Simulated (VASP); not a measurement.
# Ge (Imma) in VASP: single point with LDA

Aim: the single point of Ge with LDA.

Program: VASP 6.6.1. These are calculated values, not measurements. Logs are shortened: lines on timing, memory, paths and dates and some standing lists are left out, and cuts for length are marked.

## 1. The cell of the first run

It takes space group Imma (No. 74, orthorhombic). The conventional cell has a = 3.972 Å, b = 3.972 Å, c = 5.617 Å, α = 90.00°, β = 90.00°, γ = 90.00°. Ge (site symmetry mm2) has 4 Ge at 2.42 to 2.44 Å within 3.2 Å.

## 2. Single point, LDA

Input file INCAR:

```
SYSTEM = Ge
ALGO = Normal
EDIFF = 1E-7
ENCUT = 520
GGA = CA
ISIF = 2
ISMEAR = 0
LASPH = .True.
LCHARG = .False.
LREAL = .False.
LUSENCCL = .False.
LWAVE = .False.
NBANDS = 21
NELM = 80
PREC = Accurate
SIGMA = 0.03
```

Input file KPOINTS:

```
k-points
0
Gamma
  24 24 24
  0 0 0
```

Input file POSCAR:

```
Ge
1.0
    0.0000000000      2.8085000000      2.8085000000
    2.8085000000      0.0000000000      2.8085000000
    2.8085000000      2.8085000000      0.0000000000
Ge
2
Direct
    0.0000000000      0.0000000000      0.0000000000
    0.2464393805      0.2535606195      0.2535606195
```

Potentials or basis: VASP PAW LDA potentials, release 64 (Ge_d).

The run is started by

```
$ cat potpaw_LDA.64/Ge_d/POTCAR > POTCAR
$ mpirun -np 1 vasp_std > vasp.out
```

OUTCAR:

```text
SYSTEM = Ge
   EDIFF = 1E-7
   ENCUT = 520
   GGA = CA
   ISIF = 2
   ISMEAR = 0
   LASPH = .True.
   LREAL = .False.
   NELM = 80
   PREC = Accurate

 ion  position               nearest neighbor table
   1  0.000  0.000  0.000-   2 2.42   2 2.42   2 2.44   2 2.44
   2  0.246  0.254  0.254-   1 2.42   1 2.42   1 2.44   1 2.44

  LATTYP: Found a face centered cubic cell.
 ALAT       =     5.6170000000

  Lattice vectors:

 A1 = (   0.0000000000,   2.8085000000,   2.8085000000)
 A2 = (   2.8085000000,   0.0000000000,   2.8085000000)
 A3 = (   2.8085000000,   2.8085000000,   0.0000000000)

Analysis of symmetry for initial positions (statically):
=====================================================================
 Subroutine PRICEL returns:
 Original cell was already a primitive cell.

 Routine SETGRP: Setting up the symmetry group for a
 face centered cubic supercell.

 Subroutine GETGRP returns: Found  8 space group operations
 (whereof  4 operations were pure point group operations)
 out of a pool of 48 trial point group operations.

The static configuration has the point symmetry C_2v.
 The point group associated with its full space group is D_2h.

Analysis of symmetry for dynamics (positions and initial velocities):
=====================================================================
 Subroutine PRICEL returns:
 Original cell was already a primitive cell.

 Routine SETGRP: Setting up the symmetry group for a
 face centered cubic supercell.

 Subroutine GETGRP returns: Found  8 space group operations
 (whereof  4 operations were pure point group operations)
 out of a pool of 48 trial point group operations.

The dynamic configuration has the point symmetry C_2v.
 The point group associated with its full space group is D_2h.

 Subroutine INISYM returns: Found  8 space group operations
 (whereof  4 operations are pure point group operations),
 and found     1 'primitive' translations

----------------------------------------------------------------------------------------

                                     Primitive cell

  volume of cell :      44.3051

  direct lattice vectors                    reciprocal lattice vectors
     0.000000000  2.808500000  2.808500000    -0.178030977  0.178030977  0.178030977
     2.808500000  0.000000000  2.808500000     0.178030977 -0.178030977  0.178030977
     2.808500000  2.808500000  0.000000000     0.178030977  0.178030977 -0.178030977

  length of vectors
     3.971818790  3.971818790  3.971818790     0.308358698  0.308358698  0.308358698

  position of ions in fractional coordinates (direct lattice)
     0.000000000  0.000000000  0.000000000
     0.246439381  0.253560619  0.253560619

  ion indices of the primitive-cell ions
   primitive index   ion index
                 1           1
                 2           2

----------------------------------------------------------------------------------------

 KPOINTS: k-points

Automatic generation of k-mesh.
 Grid dimensions read from file:
 generate k-points for:   24   24   24

 Generating k-lattice:

  Cartesian coordinates                     Fractional coordinates (reciprocal lattice)
    -0.007417957  0.007417957  0.007417957     0.041666667  0.000000000  0.000000000
     0.007417957 -0.007417957  0.007417957     0.000000000  0.041666667  0.000000000
     0.007417957  0.007417957 -0.007417957     0.000000000  0.000000000  0.041666667

  Length of vectors
     0.012848279  0.012848279  0.012848279

  Shift w.r.t. Gamma in fractional coordinates (k-lattice)
     0.000000000  0.000000000  0.000000000

 Subroutine IBZKPT returns following result:
 ===========================================

 Found   1963 irreducible k-points:

 Following reciprocal coordinates:
            Coordinates               Weight
  0.000000  0.000000  0.000000      1.000000
  0.041667  0.000000  0.000000      4.000000
  0.000000  0.041667  0.000000      4.000000
  0.083333  0.000000  0.000000      4.000000
  0.000000  0.083333  0.000000      4.000000
  0.125000  0.000000  0.000000      4.000000
[... 16 lines left out ...]
  0.000000  0.458333  0.000000      4.000000
  0.500000  0.000000  0.000000      2.000000
 [... further k-points ...]
   k-points           NKPTS =   1963   k-points in BZ     NKDIM =   1963   number of bands    NBANDS=     21
   number of dos      NEDOS =    301   number of ions     NIONS =      2
   total plane-waves  NPLWV =  27000
   dimension x,y,z NGX =    30 NGY =   30 NGZ =   30
   dimension x,y,z NGXF=    60 NGYF=   60 NGZF=   60
   ions per type =               2
   NGX,Y,Z   is equivalent  to a cutoff of  12.56, 12.56, 12.56 a.u.
   NGXF,Y,Z  is equivalent  to a cutoff of  25.11, 25.11, 25.11 a.u.
 SYSTEM =  Ge
   PREC   = accura    normal or accurate (medium, high low for compatibility)
   ISTART =      0    job   : 0-new  1-cont  2-samecut
   ICHARG =      2    charge: 1-file 2-atom 10-const
   ISPIN  =      1    spin polarized calculation?
   LNONCOLLINEAR =      F non collinear calculations
   LSORBIT =      F    spin-orbit coupling
   LASPH  =      T    aspherical Exc in radial PAW
   ENCUT  =  520.0 eV  38.22 Ry    6.18 a.u.   7.38  7.38  7.38*2*pi/ulx,y,z
   NELM   =     80;   NELMIN=  2; NELMDL= -5     # of ELM steps
   EDIFF  = 0.1E-06   stopping-criterion for ELM
   LREAL  =      F    real-space projection
   EDIFFG = 0.1E-05   stopping-criterion for IOM
   NSW    =      0    number of steps for IOM
   IBRION =     -1    ionic relax: 0-MD 1-quasi-New 2-CG
   NFREE  =      0    steps in history (QN), initial steepest desc. (CG)
   ISIF   =      2    stress and relaxation
   ISYM   =      2    0-nonsym 1-usesym 2-fastsym
   POTIM  = 0.5000    time-step for ionic-motion
   TEBEG  =    0.0;   TEEND  =   0.0 temperature during run
   PSTRESS=    0.0 pullay stress
   NELECT =      28.0000    total number of electrons
   NUPDOWN=      -1.0000    fix difference up-down
   EMIN   =  10.00;   EMAX   =-10.00  energy-range for DOS
   EFERMI =   0.00;   METHOD = LEGACY
   ISMEAR =     0;   SIGMA  =   0.03  broadening in eV -4-tet -1-fermi 0-gaus
   EFERMI_NEDOS =   21; number of points for ismear=-14 and -15
   IALGO  =     38    algorithm
   IMIX   =      4    mixing-type and parameters
     AMIX     =   0.40;   BMIX     =  1.00
     AMIX_MAG =   1.60;   BMIX_MAG =  1.00
  volume/ion in A,a.u.               =      22.15       149.49
  Fermi-wavevector in a.u.,A,eV,Ry     =   1.404892  2.654862 26.854129  1.973723
  Thomas-Fermi vector in A             =   2.527408
   LORBIT       =      0    0 simple, 1 ext, 2 COOP (PROOUT), +10 PAW based schemes
   GGA     = CA    functional components
   LHFCALC =     F    Hartree Fock is set to
   AEXX    =    0.0000 exact exchange contribution
   IVDW    =     0    specifies the selected vdW correction
   LEPSILON=     F    determine dielectric tensor
   LRPA    =     F    only Hartree local field effects (RPA)
 non-spin polarized calculation
 Gauss-broadening in eV      SIGMA  =   0.03
  energy-cutoff  :      520.00
  volume of cell :       44.31
 maximum number of plane-waves:      1243
 NGX is ok and might be reduce to    30
   NGX = 15   NGY = 15   NGZ = 15

 number of electron      28.0000021 magnetization

 Free energy of the ion-electron system (eV)
  ---------------------------------------------------
  ext. energy  EPLUGINS =         0.00000000
  ---------------------------------------------------
  free energy    TOTEN  =       -10.38987516 eV

  energy without entropy =      -10.38986880  energy(sigma->0) =      -10.38987198

 E-fermi :   5.0157     XC(G=0): -10.3914

 val. band max:        4.9923484044   @ k =   0.0000   0.0000   0.0000
 cond. band min:       5.0323810997   @ k =   0.0000   0.0000   0.0000
 fundamental gap:      0.0400326953
 Fermi energy:         5.0157433117

 k-point     1 :       0.0000    0.0000    0.0000
  band No.  band energies     occupation
      1     -20.0395      2.00000
      2     -20.0349      2.00000
      3     -20.0297      2.00000
      4     -19.9963      2.00000
      5     -19.9961      2.00000
      6     -19.7758      2.00000
[... 13 lines left out ...]
     20      14.5468      0.00000
     21      14.5478      0.00000

 k-point     2 :       0.0417    0.0000    0.0000
  band No.  band energies     occupation
      1     -20.0406      2.00000
      2     -20.0357      2.00000
      3     -20.0297      2.00000
      4     -19.9948      2.00000
      5     -19.9945      2.00000
      6     -19.7768      2.00000
[... 13 lines left out ...]
     20      14.3138      0.00000
     21      14.3191      0.00000

 k-point     3 :       0.0000    0.0417    0.0000
  band No.  band energies     occupation
      1     -20.0399      2.00000
      2     -20.0356      2.00000
      3     -20.0312      2.00000
      4     -19.9943      2.00000
      5     -19.9943      2.00000
      6     -19.7779      2.00000
[... 13 lines left out ...]
     20      14.3057      0.00000
     21      14.3132      0.00000

 k-point     4 :       0.0833    0.0000    0.0000
  band No.  band energies     occupation
      1     -20.0435      2.00000
      2     -20.0382      2.00000
      3     -20.0292      2.00000
      4     -19.9907      2.00000
      5     -19.9902      2.00000
      6     -19.7805      2.00000
[... 13 lines left out ...]
     20      13.9209      0.00000
     21      13.9275      0.00000

 k-point     5 :       0.0000    0.0833    0.0000
  band No.  band energies     occupation
      1     -20.0422      2.00000
      2     -20.0360      2.00000
      3     -20.0348      2.00000
      4     -19.9897      2.00000
      5     -19.9894      2.00000
      6     -19.7824      2.00000
[... 13 lines left out ...]
     20      13.9051      0.00000
     21      13.9139      0.00000
[... 382 lines left out ...]
     20      15.0966      0.00000
     21      15.1504      0.00000

 k-point    22 :       0.4583    0.0000    0.0000
  band No.  band energies     occupation
      1     -20.0639      2.00000
      2     -20.0565      2.00000
      3     -20.0092      2.00000
      4     -19.9540      2.00000
      5     -19.9531      2.00000
      6     -19.8086      2.00000
[... 13 lines left out ...]
     20      15.8108      0.00000
     21      15.8701      0.00000

 k-point    23 :       0.0000    0.4583    0.0000
  band No.  band energies     occupation
      1     -20.0647      2.00000
      2     -20.0565      2.00000
      3     -20.0239      2.00000
      4     -19.9509      2.00000
      5     -19.9504      2.00000
      6     -19.8110      2.00000
[... 13 lines left out ...]
     20      15.7648      0.00000
     21      15.8268      0.00000

 k-point    24 :       0.5000    0.0000    0.0000
  band No.  band energies     occupation
      1     -20.0641      2.00000
      2     -20.0566      2.00000
      3     -20.0088      2.00000
      4     -19.9537      2.00000
      5     -19.9528      2.00000
      6     -19.8088      2.00000
[... 13 lines left out ...]
     20      16.0580      0.00000
     21      16.2157      0.00000

 [... further k-points ...]

------------------------ aborting loop because EDIFF is reached ----------------------------------------

  FORCE on cell =-STRESS in cart. coord.  units (eV):
  Direction    XX          YY          ZZ          XY          YZ          ZX
  --------------------------------------------------------------------------------------
  -------------------------------------------------------------------------------------
  Total        0.0873697      0.0916673      0.0916673      0.0000000     -0.1747367      0.0000000
  in kB        3.1595001      3.3149089      3.3149089      0.0000000     -6.3188995      0.0000000
  external PRESSURE =       3.2631060 kB  Pullay stress =       0.0000000 kB

 VOLUME and BASIS-vectors are now :
 -----------------------------------------------------------------------------
  energy-cutoff  :      520.00
  volume of cell :       44.31
      direct lattice vectors                 reciprocal lattice vectors
     0.000000000  2.808500000  2.808500000    -0.178030977  0.178030977  0.178030977
     2.808500000  0.000000000  2.808500000     0.178030977 -0.178030977  0.178030977
     2.808500000  2.808500000  0.000000000     0.178030977  0.178030977 -0.178030977

 POSITION                                       TOTAL-FORCE (eV/Angst)
 -----------------------------------------------------------------------------------
      0.00000      0.00000      0.00000         0.233243      0.000000      0.000000
      1.42425      1.40425      1.40425        -0.233243      0.000000      0.000000
 -----------------------------------------------------------------------------------
    total drift:                               -0.000051     -0.000000     -0.000000

  FREE ENERGIE OF THE ION-ELECTRON SYSTEM (eV)
  ---------------------------------------------------
  free  energy   TOTEN  =       -10.3898751645 eV

  energy  without entropy=      -10.3898688029  energy(sigma->0) =      -10.38987198
```

Wall time 50 min (1 × NVIDIA H100 80GB with 1 thread of AMD EPYC 7R13 (Zen 3), shared host); peak memory 2.4 GiB.

Results:

| Item | Value |
| --- | --- |
| Free energy | -10.3899 eV |
| Pressure | 0.3 GPa |
| Largest force | 0.233 eV/Å |
| Band gap on the k mesh | 0.04 eV |

Forces in eV/Å, atoms in the order of the input:
```
Ge   0.233  0.000  0.000
Ge  -0.233  0.000  0.000
```

A k mesh can miss the band edges.
